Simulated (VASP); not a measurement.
# ZnS (P6_3mc) in VASP: notebook

ZnS is run at these levels: PBE; tasks: single point.

Program: VASP 6.6.1. These are calculated values, not measurements. Logs are shortened: lines on timing, memory, paths and dates and some standing lists are left out, and cuts for length are marked.

## Step 1: The cell of the first run

The structure is hexagonal, space group P6_3mc (No. 186). The conventional cell has a = 3.767 Å, b = 3.767 Å, c = 6.281 Å, α = 90.00°, β = 90.00°, γ = 120.00°. Within 3.1 Å of Zn (site symmetry 3m) lie 4 S at 2.32 to 2.33 Å. S (site symmetry 3m) has 4 Zn at 2.32 to 2.33 Å within 3.1 Å.

## Step 2: Single point, PBE (epitaxial xy strain -1.0%)

Contents of INCAR:

```
PREC = Accurate ; ENCUT = 520
EDIFF = 1E-7 ; ISMEAR = -1
SIGMA = 0.02 ; LREAL = False
LASPH = True ; NELM = 60
ALGO = Normal ; ISIF = 2
LWAVE = False ; LCHARG = True
GGA = PE ; LELF = True
LVHAR = True ; NBANDS = 26
```

Contents of KPOINTS:

```
regular mesh
0
Gamma
  12 12 4
```

Contents of POSCAR:

```
ZnS
1.0
    3.7673963481      0.0000000000      0.0000000000
   -1.8836981740      3.2626609436      0.0000000000
    0.0000000000      0.0000000000      6.2814971707
Zn S
2 2
Direct
    0.3333333333      0.6666666667      0.0019003536
    0.6666666667      0.3333333333      0.5019003536
    0.3333333333      0.6666666667      0.3730996464
    0.6666666667      0.3333333333      0.8730996464
```

Potentials or basis: VASP PAW PBE potentials, release 64 (Zn, S).

Command:

```
$ cat potpaw_PBE.64/Zn/POTCAR potpaw_PBE.64/S/POTCAR > POTCAR
$ mpirun -np 1 vasp_std > vasp.out
```

OUTCAR:

```text
PREC = Accurate
   ENCUT = 520
   EDIFF = 1E-7
   ISMEAR = -1
   LREAL = False
   LASPH = True
   NELM = 60
   ISIF = 2
   GGA = PE

 ion  position               nearest neighbor table
   1  0.333  0.667  0.002-   4 2.32   4 2.32   4 2.32   3 2.33
   2  0.667  0.333  0.502-   3 2.32   3 2.32   3 2.32   4 2.33
   3  0.333  0.667  0.373-   2 2.32   2 2.32   2 2.32   1 2.33
   4  0.667  0.333  0.873-   1 2.32   1 2.32   1 2.32   2 2.33

  LATTYP: Found a hexagonal cell.
 ALAT       =     3.7673963481
 C/A-ratio  =     1.6673311195

  Lattice vectors:

 A1 = (   3.7673963481,   0.0000000000,   0.0000000000)
 A2 = (  -1.8836981740,   3.2626609436,   0.0000000000)
 A3 = (   0.0000000000,   0.0000000000,   6.2814971707)

Analysis of symmetry for initial positions (statically):
=====================================================================
 Subroutine PRICEL returns:
 Original cell was already a primitive cell.

 Routine SETGRP: Setting up the symmetry group for a
 hexagonal supercell.

 Subroutine GETGRP returns: Found 12 space group operations
 (whereof  6 operations were pure point group operations)
 out of a pool of 24 trial point group operations.

The static configuration has the point symmetry C_3v.
 The point group associated with its full space group is C_6v.

Analysis of symmetry for dynamics (positions and initial velocities):
=====================================================================
 Subroutine PRICEL returns:
 Original cell was already a primitive cell.

 Routine SETGRP: Setting up the symmetry group for a
 hexagonal supercell.

 Subroutine GETGRP returns: Found 12 space group operations
 (whereof  6 operations were pure point group operations)
 out of a pool of 24 trial point group operations.

The dynamic configuration has the point symmetry C_3v.
 The point group associated with its full space group is C_6v.

 Subroutine INISYM returns: Found 12 space group operations
 (whereof  6 operations are pure point group operations),
 and found     1 'primitive' translations

----------------------------------------------------------------------------------------

                                     Primitive cell

  volume of cell :      77.2105

  direct lattice vectors                    reciprocal lattice vectors
     3.767396348  0.000000000  0.000000000     0.265435305  0.153249145  0.000000000
    -1.883698174  3.262660944  0.000000000     0.000000000  0.306498290  0.000000000
     0.000000000  0.000000000  6.281497171     0.000000000  0.000000000  0.159197716

  length of vectors
     3.767396348  3.767396348  6.281497171     0.306498290  0.306498290  0.159197716

  position of ions in fractional coordinates (direct lattice)
     0.333333333  0.666666667  0.001900354
     0.666666667  0.333333333  0.501900354
     0.333333333  0.666666667  0.373099646
     0.666666667  0.333333333  0.873099646

  ion indices of the primitive-cell ions
   primitive index   ion index
                 1           1
                 2           2
                 3           3
                 4           4

----------------------------------------------------------------------------------------

 KPOINTS: regular mesh

Automatic generation of k-mesh.
 Grid dimensions read from file:
 generate k-points for:   12   12    4

 Generating k-lattice:

  Cartesian coordinates                     Fractional coordinates (reciprocal lattice)
     0.022119609  0.012770762  0.000000000     0.083333333 -0.000000000  0.000000000
     0.000000000  0.025541524  0.000000000     0.000000000  0.083333333  0.000000000
     0.000000000  0.000000000  0.039799429     0.000000000  0.000000000  0.250000000

  Length of vectors
     0.025541524  0.025541524  0.039799429

  Shift w.r.t. Gamma in fractional coordinates (k-lattice)
     0.000000000  0.000000000  0.000000000

 Subroutine IBZKPT returns following result:
 ===========================================

 Found     57 irreducible k-points:

 Following reciprocal coordinates:
            Coordinates               Weight
  0.000000  0.000000  0.000000      1.000000
  0.083333  0.000000  0.000000      6.000000
  0.166667  0.000000  0.000000      6.000000
  0.250000 -0.000000  0.000000      6.000000
  0.333333  0.000000  0.000000      6.000000
  0.416667  0.000000  0.000000      6.000000
[... 16 lines left out ...]
  0.250000 -0.000000  0.250000     12.000000
  0.333333  0.000000  0.250000     12.000000
 [... further k-points ...]
   k-points           NKPTS =     57   k-points in BZ     NKDIM =     57   number of bands    NBANDS=     26
   number of dos      NEDOS =    301   number of ions     NIONS =      4
   total plane-waves  NPLWV =  37632
   dimension x,y,z NGX =    28 NGY =   28 NGZ =   48
   dimension x,y,z NGXF=    56 NGYF=   56 NGZF=   96
   ions per type =               2   2
   NGX,Y,Z   is equivalent  to a cutoff of  12.36, 12.36, 12.70 a.u.
   NGXF,Y,Z  is equivalent  to a cutoff of  24.71, 24.71, 25.41 a.u.
 SYSTEM =  unknown system
   PREC   = accura    normal or accurate (medium, high low for compatibility)
   ISTART =      0    job   : 0-new  1-cont  2-samecut
   ICHARG =      2    charge: 1-file 2-atom 10-const
   ISPIN  =      1    spin polarized calculation?
   LNONCOLLINEAR =      F non collinear calculations
   LSORBIT =      F    spin-orbit coupling
   LASPH  =      T    aspherical Exc in radial PAW
   ENCUT  =  520.0 eV  38.22 Ry    6.18 a.u.   7.00  7.00 11.68*2*pi/ulx,y,z
   NELM   =     60;   NELMIN=  2; NELMDL= -5     # of ELM steps
   EDIFF  = 0.1E-06   stopping-criterion for ELM
   LREAL  =      F    real-space projection
   EDIFFG = 0.1E-05   stopping-criterion for IOM
   NSW    =      0    number of steps for IOM
   IBRION =     -1    ionic relax: 0-MD 1-quasi-New 2-CG
   NFREE  =      0    steps in history (QN), initial steepest desc. (CG)
   ISIF   =      2    stress and relaxation
   ISYM   =      2    0-nonsym 1-usesym 2-fastsym
   POTIM  = 0.5000    time-step for ionic-motion
   TEBEG  =    0.0;   TEEND  =   0.0 temperature during run
   PSTRESS=    0.0 pullay stress
   NELECT =      36.0000    total number of electrons
   NUPDOWN=      -1.0000    fix difference up-down
   EMIN   =  10.00;   EMAX   =-10.00  energy-range for DOS
   EFERMI =   0.00;   METHOD = LEGACY
   ISMEAR =    -1;   SIGMA  =   0.02  broadening in eV -4-tet -1-fermi 0-gaus
   EFERMI_NEDOS =   21; number of points for ismear=-14 and -15
   IALGO  =     38    algorithm
   IMIX   =      4    mixing-type and parameters
     AMIX     =   0.40;   BMIX     =  1.00
     AMIX_MAG =   1.60;   BMIX_MAG =  1.00
  volume/ion in A,a.u.               =      19.30       130.26
  Fermi-wavevector in a.u.,A,eV,Ry     =   1.269454  2.398920 21.925960  1.611513
  Thomas-Fermi vector in A             =   2.402494
   LORBIT       =      0    0 simple, 1 ext, 2 COOP (PROOUT), +10 PAW based schemes
   GGA     = PE    functional components
   LHFCALC =     F    Hartree Fock is set to
   AEXX    =    0.0000 exact exchange contribution
   IVDW    =     0    specifies the selected vdW correction
   LEPSILON=     F    determine dielectric tensor
   LRPA    =     F    only Hartree local field effects (RPA)
 non-spin polarized calculation
  energy-cutoff  :      520.00
  volume of cell :       77.21
 maximum number of plane-waves:      2096
 NGX is ok and might be reduce to    28
   NGX = 13   NGY = 13   NGZ = 23

 number of electron      35.9999989 magnetization

 Free energy of the ion-electron system (eV)
  ---------------------------------------------------
  ext. energy  EPLUGINS =         0.00000000
  ---------------------------------------------------
  free energy    TOTEN  =       -13.65000873 eV

  energy without entropy =      -13.65000873  energy(sigma->0) =      -13.65000873

 E-fermi :   2.7898     XC(G=0):  -9.7289

 val. band max:        2.3607088614   @ k =   0.0000   0.0000   0.0000
 cond. band min:       4.5887739865   @ k =   0.0000   0.0000   0.0000
 fundamental gap:      2.2280651251
 Fermi energy:         2.7897643320

 k-point     1 :       0.0000    0.0000    0.0000
  band No.  band energies     occupation
      1     -10.9877      2.00000
      2     -10.0474      2.00000
      3      -4.1140      2.00000
      4      -4.0853      2.00000
      5      -4.0853      2.00000
      6      -3.9987      2.00000
[... 18 lines left out ...]
     25      10.0829      0.00000
     26      11.5680      0.00000

 k-point     2 :       0.0833    0.0000    0.0000
  band No.  band energies     occupation
      1     -10.9381      2.00000
      2     -10.0182      2.00000
      3      -4.1042      2.00000
      4      -4.0891      2.00000
      5      -4.0756      2.00000
      6      -3.9943      2.00000
[... 18 lines left out ...]
     25      10.3026      0.00000
     26      11.2722      0.00000

 k-point     3 :       0.1667    0.0000    0.0000
  band No.  band energies     occupation
      1     -10.7960      2.00000
      2      -9.9387      2.00000
      3      -4.1015      2.00000
      4      -4.0755      2.00000
      5      -4.0508      2.00000
      6      -3.9759      2.00000
[... 18 lines left out ...]
     25      10.6295      0.00000
     26      10.9089      0.00000

 k-point     4 :       0.2500   -0.0000    0.0000
  band No.  band energies     occupation
      1     -10.5823      2.00000
      2      -9.8335      2.00000
      3      -4.1069      2.00000
      4      -4.0471      2.00000
      5      -4.0215      2.00000
      6      -3.9287      2.00000
[... 18 lines left out ...]
     25      10.9592      0.00000
     26      11.1163      0.00000
[... 496 lines left out ...]
      1     -10.6855      2.00000
      2     -10.0819      2.00000
      3      -4.1212      2.00000
      4      -4.0600      2.00000
      5      -4.0383      2.00000
      6      -3.9986      2.00000
[... 18 lines left out ...]
     25      10.5372      0.00000
     26      10.7264      0.00000

 k-point    23 :       0.2500   -0.0000    0.2500
  band No.  band energies     occupation
      1     -10.4828      2.00000
      2      -9.9543      2.00000
      3      -4.1238      2.00000
      4      -4.0510      2.00000
      5      -4.0045      2.00000
      6      -3.9457      2.00000
[... 18 lines left out ...]
     25      10.8415      0.00000
     26      11.3508      0.00000

 k-point    24 :       0.3333    0.0000    0.2500
  band No.  band energies     occupation
      1     -10.2523      2.00000
      2      -9.8308      2.00000
      3      -4.1167      2.00000
      4      -4.0379      2.00000
      5      -3.9762      2.00000
      6      -3.8588      2.00000
[... 18 lines left out ...]
     25      11.2171      0.00000
     26      12.2044      0.00000

 [... further k-points ...]

------------------------ aborting loop because EDIFF is reached ----------------------------------------

  FORCE on cell =-STRESS in cart. coord.  units (eV):
  Direction    XX          YY          ZZ          XY          YZ          ZX
  --------------------------------------------------------------------------------------
  -------------------------------------------------------------------------------------
  Total        1.9604705      1.9604705      1.2207884      0.0000000      0.0000000      0.0000000
  in kB       40.6812668     40.6812668     25.3322959      0.0000000      0.0000000      0.0000000
  external PRESSURE =      35.5649432 kB  Pullay stress =       0.0000000 kB

 VOLUME and BASIS-vectors are now :
 -----------------------------------------------------------------------------
  energy-cutoff  :      520.00
  volume of cell :       77.21
      direct lattice vectors                 reciprocal lattice vectors
     3.767396348  0.000000000  0.000000000     0.265435305  0.153249145  0.000000000
    -1.883698174  3.262660944  0.000000000     0.000000000  0.306498290  0.000000000
     0.000000000  0.000000000  6.281497171     0.000000000  0.000000000  0.159197716

 POSITION                                       TOTAL-FORCE (eV/Angst)
 -----------------------------------------------------------------------------------
     -0.00000      2.17511      0.01194        -0.000000     -0.000000      0.005057
      1.88370      1.08755      3.15269        -0.000000      0.000000      0.005057
     -0.00000      2.17511      2.34362         0.000000      0.000000     -0.005057
      1.88370      1.08755      5.48437         0.000000      0.000000     -0.005057
 -----------------------------------------------------------------------------------
    total drift:                               -0.000001     -0.000002      0.000164

  FREE ENERGIE OF THE ION-ELECTRON SYSTEM (eV)
  ---------------------------------------------------
  free  energy   TOTEN  =       -13.6500087300 eV

  energy  without entropy=      -13.6500087300  energy(sigma->0) =      -13.65000873
```

Wall time 2.7 min (1 thread of AMD EPYC 7R13, shared host); peak memory 0.21 GiB.

Results:

```yaml
Free_energy: -13.6500 eV
Pressure: 3.6 GPa
Largest_force: 0.005 eV/Å
Band_gap_on_the_k_mesh: 2.23 eV
```

Forces on the atoms (eV/Å):
```
Zn   0.000  0.000  0.005
Zn   0.000  0.000  0.005
S    0.000  0.000 -0.005
S    0.000  0.000 -0.005
```

Levels at points of the mesh, in eV from the valence-band top:
| k point | band 15 | band 16 | band 17 | band 18 | band 19 | band 20 | band 21 | band 22 |
| --- | --- | --- | --- | --- | --- | --- | --- | --- |
| (0.00, 0.00, 0.00) | -0.89 | -0.17 | 0.00 | 0.00 | 2.23 | 3.26 | 6.35 | 6.35 |
| (0.50, 0.00, 0.00) | -3.40 | -2.27 | -1.80 | -0.92 | 3.71 | 4.24 | 5.00 | 6.86 |
| (0.00, 0.00, 0.50) | -0.47 | -0.47 | -0.47 | -0.47 | 3.67 | 3.67 | 6.76 | 6.76 |
| (0.50, 0.00, 0.50) | -1.77 | -1.77 | -1.65 | -1.65 | 3.48 | 3.48 | 5.19 | 5.19 |

Caveat: the cell differs from its parent crystal (epitaxial xy strain -1.0%); the cell stands under pressure.

## Step 3: Single point, PBE

This run uses another cell than the first one, of 19.58 Å³/atom.

Contents of INCAR:

```
PREC = Accurate
ENCUT = 520
EDIFF = 1E-6
ISMEAR = -1
SIGMA = 0.02
LREAL = False
LASPH = True
NELM = 100
ALGO = Normal
ISIF = 2
LWAVE = False
LCHARG = False
GGA = PE
NBANDS = 26
```

Contents of KPOINTS:

```
Automatic mesh
0
Gamma
  12 12 4
```

Contents of POSCAR:

```
ZnS
1.0
    3.8054508567      0.0000000000      0.0000000000
   -1.9027254283      3.2956171147      0.0000000000
    0.0000000000      0.0000000000      6.2439931111
Zn S
2 2
Direct
    0.3333333333      0.6666666667      0.0003381268
    0.6666666667      0.3333333333      0.5003381268
    0.3333333333      0.6666666667      0.3746618732
    0.6666666667      0.3333333333      0.8746618732
```

Potentials or basis: VASP PAW PBE potentials, release 64 (Zn, S).

Command:

```
$ cat potpaw_PBE.64/Zn/POTCAR potpaw_PBE.64/S/POTCAR > POTCAR
$ mpirun -np 1 vasp_std > vasp.out
```

Run time: 2.9 min. Hardware: 1 thread of AMD EPYC 7R13, shared host; peak memory 0.21 GiB.

Results (log left out):

```yaml
Free_energy: -13.6742 eV
Pressure: 2.4 GPa
Largest_force: 0.004 eV/Å
Band_gap_on_the_k_mesh: 2.22 eV
```

Forces on the atoms (eV/Å):
```
Zn   0.000  0.000  0.004
Zn   0.000  0.000  0.004
S    0.000  0.000 -0.004
S    0.000  0.000 -0.004
```

Levels at points of the mesh, in eV from the valence-band top:
| k point | band 16 | band 17 | band 18 | band 19 | band 20 | band 21 |
| --- | --- | --- | --- | --- | --- | --- |
| (0.00, 0.00, 0.00) | -0.08 | 0.00 | 0.00 | 2.22 | 3.11 | 6.31 |
| (0.50, 0.00, 0.00) | -2.25 | -1.70 | -0.89 | 3.66 | 4.26 | 5.11 |
| (0.00, 0.00, 0.50) | -0.47 | -0.47 | -0.47 | 3.57 | 3.57 | 6.77 |
| (0.50, 0.00, 0.50) | -1.64 | -1.62 | -1.62 | 3.55 | 3.55 | 5.22 |

## Step 4: Single point, PBE (epitaxial xy strain +1.0%)

Contents of INCAR:

```
SYSTEM = ZnS
ALGO = Normal ; EDIFF = 1E-6
ENCUT = 520 ; GGA = PE
ISIF = 2 ; ISMEAR = -1
LASPH = .True. ; LCHARG = .False.
LREAL = .False. ; LWAVE = .False.
NBANDS = 26 ; NELM = 80
PREC = Accurate ; SIGMA = 0.02
```

Contents of KPOINTS:

```
k-points
0
Gamma
  12 12 4
  0 0 0
```

Contents of POSCAR:

```
ZnS
1.0
    3.8435053652      0.0000000000      0.0000000000
   -1.9217526826      3.3285732859      0.0000000000
    0.0000000000      0.0000000000      6.2106433201
Zn S
2 2
Direct
    0.3333333333      0.6666666667     -0.0009706151
    0.6666666667      0.3333333333      0.4990293849
    0.3333333333      0.6666666667      0.3759706151
    0.6666666667      0.3333333333      0.8759706151
```

Command:

```
$ cat potpaw_PBE.64/Zn/POTCAR potpaw_PBE.64/S/POTCAR > POTCAR
$ mpirun -np 1 vasp_std > vasp.out
```

Wall time 3.1 min (1 thread of AMD EPYC 7R13, shared host); peak memory 0.22 GiB.

It converged, with:

```
Free energy            : -13.6841 eV
Pressure               : 1.3 GPa
Largest force          : 0.007 eV/Å
Band gap on the k mesh : 2.19 eV
```

Forces in eV/Å, atoms in the order of the input:
```
Zn   0.000  0.000 -0.007
Zn   0.000  0.000 -0.007
S    0.000  0.000  0.007
S    0.000  0.000  0.007
```

Stress tensor (GPa, compression positive):
```
0.83 0.00 0.00
0.00 0.83 0.00
0.00 0.00 2.32
```

Levels at points of the mesh, in eV from the valence-band top:
```
           k point  band 15  band 16  band 17  band 18  band 19  band 20  band 21  band 22
(0.00, 0.00, 0.00)    -0.91    -0.01     0.00     0.00     2.19     2.97     6.27     6.27
(0.50, 0.00, 0.00)    -3.19    -2.22    -1.61    -0.86     3.62     4.27     5.22     6.95
(0.00, 0.00, 0.50)    -0.47    -0.47    -0.47    -0.47     3.48     3.48     6.72     6.72
(0.50, 0.00, 0.50)    -1.59    -1.59    -1.53    -1.53     3.60     3.60     5.26     5.26
```

Caveat: the cell differs from its parent crystal (epitaxial xy strain +1.0%). A k mesh can miss the band edges.

## Step 5: Overview

```csv
cell,gap on the mesh (eV),pressure (GPa),largest force (eV/Å)
"a = 3.767, b = 3.767, c = 6.281 Å, angles 90.0, 90.0, 120.0°, 4 atoms, atomic positions A",2.23,3.6,0.01
"a = 3.805, b = 3.805, c = 6.244 Å, angles 90.0, 90.0, 120.0°, 4 atoms, atomic positions B",2.22,2.4,-
"a = 3.844, b = 3.844, c = 6.211 Å, angles 90.0, 90.0, 120.0°, 4 atoms, atomic positions C",2.19,1.3,0.01
```

Alike in all rows: task single point; level PBE; potentials or basis VASP PAW PBE potentials, release 64 (Zn, S); no spin polarisation; k mesh 12 × 12 × 4; cutoff (eV) 520; smearing fermi-dirac 0.02 eV.

Caveats: the cell stands under pressure (at least some runs).

Absolute energies hang on the potentials; compare differences alone.
